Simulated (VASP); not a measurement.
# AlN in VASP: further runs

Runs on AlN. Level: PBEsol. Tasks: single point.

All numbers are computed with VASP 6.6.1; they aren't measurements. Logs are shortened: lines on timing, memory, paths and dates and some standing lists are left out, and cuts for length are marked.

## 1. The cell of the first run

Symmetry: C2, No. 5, monoclinic system. The conventional cell has a = 4.173 Å, b = 4.480 Å, c = 3.061 Å, α = 90.00°, β = 132.97°, γ = 90.00°. Within 2.4 Å of Al (site symmetry 2) lie 4 N at 1.85 to 1.95 Å. Within 2.4 Å of N (site symmetry 2) lie 4 Al at 1.85 to 1.95 Å.

## 2. Single point, PBEsol (mode 4 frozen in at -0.057 Å, strain +e along z and -e/2 along x and y -0.0467)

File INCAR:

```
ALGO = Normal ; EDIFF = 1E-6
ENCUT = 520 ; GGA = PS
ISIF = 2 ; ISMEAR = 0
LASPH = T ; LCHARG = T
LELF = T ; LREAL = F
LVHAR = T ; LWAVE = F
NBANDS = 11 ; NELM = 60
PREC = Accurate ; SIGMA = 0.05
```

File KPOINTS:

```
k-points
0
Gamma
  10 10 10
```

File POSCAR:

```
AlN
1.0
    0.0000000000      2.0864464112      2.2397618115
    2.2397618115      0.0000000000      2.2397618115
    2.2397618115      2.0864464112      0.0000000000
Al N
1 1
Direct
   -0.0067599835      0.0067599835      0.0067599835
    0.7630216860      0.7369783140      0.7369783140
```

Potentials or basis: VASP PAW PBE potentials, release 64 (Al, N).

Started as:

```
> cat potpaw_PBE.64/Al/POTCAR potpaw_PBE.64/N/POTCAR > POTCAR
> mpirun -np 1 vasp_std > vasp.out
```

OUTCAR:

```text
EDIFF = 1E-6
   ENCUT = 520
   GGA = PS
   ISIF = 2
   ISMEAR = 0
   LASPH = T
   LREAL = F
   NELM = 60
   PREC = Accurate

 ion  position               nearest neighbor table
   1  0.993  0.007  0.007-   2 1.85   2 1.85   2 1.95   2 1.95
   2  0.763  0.737  0.737-   1 1.85   1 1.85   1 1.95   1 1.95

  LATTYP: Found a body centered tetragonal cell.
 ALAT       =     3.1675015303
 C/A-ratio  =     1.3174083051

  Lattice vectors:

 A1 = (   0.0000000000,  -2.0864464112,   2.2397618115)
 A2 = (   0.0000000000,  -2.0864464112,  -2.2397618115)
 A3 = (   2.2397618115,   2.0864464112,   0.0000000000)

Analysis of symmetry for initial positions (statically):
=====================================================================
 Subroutine PRICEL returns:
 Original cell was already a primitive cell.

 Routine SETGRP: Setting up the symmetry group for a
 body centered tetragonal supercell.

 Subroutine GETGRP returns: Found  2 space group operations
 (whereof  2 operations were pure point group operations)
 out of a pool of 16 trial point group operations.

The static configuration has the point symmetry C_2 .

Analysis of symmetry for dynamics (positions and initial velocities):
=====================================================================
 Subroutine PRICEL returns:
 Original cell was already a primitive cell.

 Routine SETGRP: Setting up the symmetry group for a
 body centered tetragonal supercell.

 Subroutine GETGRP returns: Found  2 space group operations
 (whereof  2 operations were pure point group operations)
 out of a pool of 16 trial point group operations.

The dynamic configuration has the point symmetry C_2 .

 Subroutine INISYM returns: Found  2 space group operations
 (whereof  2 operations are pure point group operations),
 and found     1 'primitive' translations

----------------------------------------------------------------------------------------

                                     Primitive cell

  volume of cell :      20.9335

  direct lattice vectors                    reciprocal lattice vectors
     0.000000000  2.086446411  2.239761812    -0.223238024  0.239641909  0.223238024
     2.239761812  0.000000000  2.239761812     0.223238024 -0.239641909  0.223238024
     2.239761812  2.086446411  0.000000000     0.223238024  0.239641909 -0.223238024

  length of vectors
     3.061011532  3.167501530  3.061011532     0.396356752  0.396356752  0.396356752

  position of ions in fractional coordinates (direct lattice)
     0.993240017  0.006759983  0.006759983
     0.763021686  0.736978314  0.736978314

  ion indices of the primitive-cell ions
   primitive index   ion index
                 1           1
                 2           2

----------------------------------------------------------------------------------------

 KPOINTS: k-points

Automatic generation of k-mesh.
 Grid dimensions read from file:
 generate k-points for:   10   10   10

 Generating k-lattice:

  Cartesian coordinates                     Fractional coordinates (reciprocal lattice)
    -0.022323802  0.023964191  0.022323802     0.100000000  0.000000000  0.000000000
     0.022323802 -0.023964191  0.022323802    -0.000000000  0.100000000 -0.000000000
     0.022323802  0.023964191 -0.022323802     0.000000000  0.000000000  0.100000000

  Length of vectors
     0.039635675  0.039635675  0.039635675

  Shift w.r.t. Gamma in fractional coordinates (k-lattice)
     0.000000000  0.000000000  0.000000000

 Subroutine IBZKPT returns following result:
 ===========================================

 Found    282 irreducible k-points:

 Following reciprocal coordinates:
            Coordinates               Weight
  0.000000  0.000000  0.000000      1.000000
  0.100000  0.000000 -0.000000      4.000000
 -0.000000 -0.100000 -0.000000      4.000000
  0.200000  0.000000 -0.000000      4.000000
 -0.000000 -0.200000 -0.000000      4.000000
  0.300000  0.000000  0.000000      4.000000
[... 16 lines left out ...]
  0.000000 -0.400000 -0.100000      4.000000
 -0.100000 -0.100000  0.300000      4.000000
 [... further k-points ...]
   k-points           NKPTS =    282   k-points in BZ     NKDIM =    282   number of bands    NBANDS=     11
   number of dos      NEDOS =    301   number of ions     NIONS =      2
   total plane-waves  NPLWV =  13824
   dimension x,y,z NGX =    24 NGY =   24 NGZ =   24
   dimension x,y,z NGXF=    48 NGYF=   48 NGZF=   48
   ions per type =               1   1
   NGX,Y,Z   is equivalent  to a cutoff of  13.03, 12.60, 13.03 a.u.
   NGXF,Y,Z  is equivalent  to a cutoff of  26.07, 25.19, 26.07 a.u.
 SYSTEM =  unknown system
   PREC   = accura    normal or accurate (medium, high low for compatibility)
   ISTART =      0    job   : 0-new  1-cont  2-samecut
   ICHARG =      2    charge: 1-file 2-atom 10-const
   ISPIN  =      1    spin polarized calculation?
   LNONCOLLINEAR =      F non collinear calculations
   LSORBIT =      F    spin-orbit coupling
   LASPH  =      T    aspherical Exc in radial PAW
   ENCUT  =  520.0 eV  38.22 Ry    6.18 a.u.   5.69  5.89  5.69*2*pi/ulx,y,z
   NELM   =     60;   NELMIN=  2; NELMDL= -5     # of ELM steps
   EDIFF  = 0.1E-05   stopping-criterion for ELM
   LREAL  =      F    real-space projection
   EDIFFG = 0.1E-04   stopping-criterion for IOM
   NSW    =      0    number of steps for IOM
   IBRION =     -1    ionic relax: 0-MD 1-quasi-New 2-CG
   NFREE  =      0    steps in history (QN), initial steepest desc. (CG)
   ISIF   =      2    stress and relaxation
   ISYM   =      2    0-nonsym 1-usesym 2-fastsym
   POTIM  = 0.5000    time-step for ionic-motion
   TEBEG  =    0.0;   TEEND  =   0.0 temperature during run
   PSTRESS=    0.0 pullay stress
   NELECT =       8.0000    total number of electrons
   NUPDOWN=      -1.0000    fix difference up-down
   EMIN   =  10.00;   EMAX   =-10.00  energy-range for DOS
   EFERMI =   0.00;   METHOD = LEGACY
   ISMEAR =     0;   SIGMA  =   0.05  broadening in eV -4-tet -1-fermi 0-gaus
   EFERMI_NEDOS =   21; number of points for ismear=-14 and -15
   IALGO  =     38    algorithm
   IMIX   =      4    mixing-type and parameters
     AMIX     =   0.40;   BMIX     =  1.00
     AMIX_MAG =   1.60;   BMIX_MAG =  1.00
  volume/ion in A,a.u.               =      10.47        70.63
  Fermi-wavevector in a.u.,A,eV,Ry     =   1.188022  2.245036 19.203216  1.411397
  Thomas-Fermi vector in A             =   2.324161
   LORBIT       =      0    0 simple, 1 ext, 2 COOP (PROOUT), +10 PAW based schemes
   GGA     = PS    functional components
   LHFCALC =     F    Hartree Fock is set to
   AEXX    =    0.0000 exact exchange contribution
   IVDW    =     0    specifies the selected vdW correction
   LEPSILON=     F    determine dielectric tensor
   LRPA    =     F    only Hartree local field effects (RPA)
 non-spin polarized calculation
 Gauss-broadening in eV      SIGMA  =   0.05
  energy-cutoff  :      520.00
  volume of cell :       20.93
 maximum number of plane-waves:       588
   NGX = 11   NGY = 11   NGZ = 11

 number of electron       8.0000000 magnetization

 Free energy of the ion-electron system (eV)
  ---------------------------------------------------
  ext. energy  EPLUGINS =         0.00000000
  ---------------------------------------------------
  free energy    TOTEN  =       -15.52944576 eV

  energy without entropy =      -15.52944576  energy(sigma->0) =      -15.52944576

 E-fermi :   6.4543     XC(G=0): -11.1112

 val. band max:        6.1491021794   @ k =   0.0000   0.0000   0.0000
 cond. band min:       8.8576096855   @ k =   0.5000   0.0000   0.5000
 fundamental gap:      2.7085075062
 Fermi energy:         6.4543314663

 k-point     1 :       0.0000    0.0000    0.0000
  band No.  band energies     occupation
      1      -9.0909      2.00000
      2       5.6225      2.00000
      3       5.7731      2.00000
      4       6.1491      2.00000
      5       9.9030      0.00000
      6      18.2207      0.00000
      7      18.3199      0.00000
      8      18.3278      0.00000
      9      22.2343      0.00000
     10      23.8577      0.00000
     11      23.8615      0.00000

 k-point     2 :       0.1000    0.0000   -0.0000
  band No.  band energies     occupation
      1      -8.9437      2.00000
      2       5.1116      2.00000
      3       5.5815      2.00000
      4       5.8926      2.00000
      5      10.6038      0.00000
      6      17.7124      0.00000
      7      18.3410      0.00000
      8      18.5642      0.00000
      9      21.3962      0.00000
     10      22.3432      0.00000
     11      24.5482      0.00000

 k-point     3 :      -0.0000   -0.1000   -0.0000
  band No.  band energies     occupation
      1      -8.9425      2.00000
      2       4.8888      2.00000
      3       5.6641      2.00000
      4       6.0925      2.00000
      5      10.5415      0.00000
      6      17.8056      0.00000
      7      18.4234      0.00000
      8      18.4703      0.00000
      9      21.2299      0.00000
     10      22.2831      0.00000
     11      24.7493      0.00000

 k-point     4 :       0.2000    0.0000   -0.0000
  band No.  band energies     occupation
      1      -8.5247      2.00000
      2       3.4986      2.00000
      3       5.4343      2.00000
      4       5.7463      2.00000
      5      11.7529      0.00000
      6      16.8362      0.00000
      7      17.8223      0.00000
      8      18.8324      0.00000
      9      21.5125      0.00000
     10      21.6187      0.00000
     11      23.6233      0.00000
[... 239 lines left out ...]
 k-point    22 :       0.4000    0.1000    0.0000
  band No.  band energies     occupation
      1      -7.4168      2.00000
      2       1.0423      2.00000
      3       4.8341      2.00000
      4       5.3202      2.00000
      5      13.1047      0.00000
      6      14.9332      0.00000
      7      16.9521      0.00000
      8      18.4833      0.00000
      9      22.5476      0.00000
     10      23.9561      0.00000
     11      25.6616      0.00000

 k-point    23 :       0.0000   -0.4000   -0.1000
  band No.  band energies     occupation
      1      -7.4023      2.00000
      2       0.9069      2.00000
      3       4.8596      2.00000
      4       5.5579      2.00000
      5      13.0186      0.00000
      6      14.8861      0.00000
      7      17.0844      0.00000
      8      18.4463      0.00000
      9      22.4133      0.00000
     10      24.0072      0.00000
     11      25.5179      0.00000

 k-point    24 :      -0.1000   -0.1000    0.3000
  band No.  band energies     occupation
      1      -7.4006      2.00000
      2       0.8908      2.00000
      3       4.9221      2.00000
      4       5.5256      2.00000
      5      12.9835      0.00000
      6      14.9060      0.00000
      7      17.0949      0.00000
      8      18.4966      0.00000
      9      22.2720      0.00000
     10      24.1224      0.00000
     11      25.3945      0.00000

 [... further k-points ...]
[... 5 lines left out ...]
  --------------------------------------------------------------------------------------
  -------------------------------------------------------------------------------------
  Total       -0.3053973      0.7943126     -0.1105689      0.0000000     -0.7998463      0.0000000
  in kB      -23.3741000     60.7940581     -8.4625810      0.0000000    -61.2175883      0.0000000
  external PRESSURE =       9.6524590 kB  Pullay stress =       0.0000000 kB

 VOLUME and BASIS-vectors are now :
 -----------------------------------------------------------------------------
  energy-cutoff  :      520.00
  volume of cell :       20.93
      direct lattice vectors                 reciprocal lattice vectors
     0.000000000  2.086446411  2.239761812    -0.223238024  0.239641909  0.223238024
     2.239761812  0.000000000  2.239761812     0.223238024 -0.239641909  0.223238024
     2.239761812  2.086446411  0.000000000     0.223238024  0.239641909 -0.223238024

 POSITION                                       TOTAL-FORCE (eV/Angst)
 -----------------------------------------------------------------------------------
      0.03028      2.08645      2.23976        -1.299838      0.000000      0.000000
      3.30131      3.12967      3.35964         1.299838     -0.000000      0.000000
 -----------------------------------------------------------------------------------
    total drift:                                0.000016     -0.000000     -0.000000

  FREE ENERGIE OF THE ION-ELECTRON SYSTEM (eV)
  ---------------------------------------------------
  free  energy   TOTEN  =       -15.5294457588 eV

  energy  without entropy=      -15.5294457588  energy(sigma->0) =      -15.52944576
```

Wall time 44 s (1 thread of Intel Xeon Platinum 8259CL at 2.50GHz (Skylake/Cascade Lake), shared host); peak memory 0.18 GiB.

Results:

```
Free energy            : -15.5294 eV
Pressure               : 1.0 GPa
Largest force          : 1.300 eV/Å
Band gap on the k mesh : 2.71 eV, indirect (least direct gap 3.75 eV)
```

Forces in eV/Å, atoms in the order of the input:
```
Al  -1.300  0.000  0.000
N    1.300  0.000  0.000
```

Stress tensor (GPa, compression positive):
```
-2.34  0.00  0.00
 0.00  6.08 -6.12
 0.00 -6.12 -0.85
```

Caveat: the cell differs from its parent crystal (mode 4 frozen in at -0.057 Å, strain +e along z and -e/2 along x and y -0.0467); the PAW data sets were made with another functional, which shifts forces and pressure a little.

## 3. Single point, PBEsol (mode 4 frozen in at -0.019 Å, strain +e along z and -e/2 along x and y -0.0467)

File INCAR:

```
SYSTEM = AlN
PREC     = Accurate       ! precision mode
ENCUT    = 520            ! plane-wave cutoff, eV
EDIFF    = 1E-6           ! SCF threshold, eV
ISMEAR   = 0              ! smearing method
SIGMA    = 0.05           ! smearing width, eV
LREAL    = .False.        ! projectors in reciprocal space
LASPH    = .True.         ! aspherical terms in the spheres
NELM     = 80             ! most SCF steps
ALGO     = Normal         ! electronic algorithm
ISIF     = 2              ! what is computed and relaxed
LWAVE    = .False.        ! write WAVECAR
LCHARG   = .False.        ! write CHGCAR
GGA      = PS             ! functional
NBANDS   = 11             ! bands
```

File KPOINTS:

```
regular mesh
0
Gamma
  10 10 10
  0 0 0
```

File POSCAR:

```
AlN
1.0
    0.0000000000      2.0864464112      2.2397618115
    2.2397618115      0.0000000000      2.2397618115
    2.2397618115      2.0864464112      0.0000000000
Al N
1 1
Direct
   -0.0022533278      0.0022533278      0.0022533278
    0.7543405620      0.7456594380      0.7456594380
```

Potentials or basis: VASP PAW PBE potentials, release 64 (Al, N).

Started as:

```
> cat potpaw_PBE.64/Al/POTCAR potpaw_PBE.64/N/POTCAR > POTCAR
> mpirun -np 1 vasp_std > vasp.out
```

Wall time 36 s (1 thread of Intel Xeon Platinum 8259CL at 2.50GHz (Skylake/Cascade Lake), shared host); peak memory 0.18 GiB.

The run converged. Its results:

| Item | Value |
| --- | --- |
| Free energy | -15.5808 eV |
| Pressure | 0.0 GPa |
| Largest force | 0.436 eV/Å |
| Band gap on the k mesh | 2.82 eV, indirect (least direct gap 3.87 eV) |

Forces in eV/Å, atoms in the order of the input:
```
Al  -0.436  0.000  0.000
N    0.436  0.000  0.000
```

Stress tensor (GPa, compression positive):
```
-2.45  0.00  0.00
 0.00  4.86 -2.02
 0.00 -2.02 -2.29
```

Levels at points of the mesh, in eV from the valence-band top:
```tsv
k point	band 1	band 2	band 3	band 4	band 5	band 6	band 7	band 8	band 9
(0.00, 0.00, 0.00)	-15.13	-0.30	-0.28	0.00	3.87	12.18	12.27	12.27	16.21
(0.50, 0.00, 0.00)	-13.06	-6.07	-0.96	-0.46	6.88	9.58	10.14	11.70	17.33
(0.00, 0.50, 0.00)	-13.05	-6.11	-0.96	-0.36	6.85	9.54	10.20	11.69	17.32
(0.50, 0.50, 0.00)	-12.52	-5.36	-1.78	-1.77	3.12	8.61	13.14	14.54	16.58
(0.00, 0.50, 0.50)	-12.52	-5.36	-1.83	-1.72	3.12	8.61	13.14	14.53	16.57
(0.50, 0.00, 0.50)	-12.22	-4.68	-2.36	-2.36	2.82	7.51	14.40	14.98	14.98
```

Caveat: the cell differs from its parent crystal (mode 4 frozen in at -0.019 Å, strain +e along z and -e/2 along x and y -0.0467); the PAW data sets were made with another functional, which shifts forces and pressure a little. A k mesh can miss the band edges.

[end of part 1 of 2]
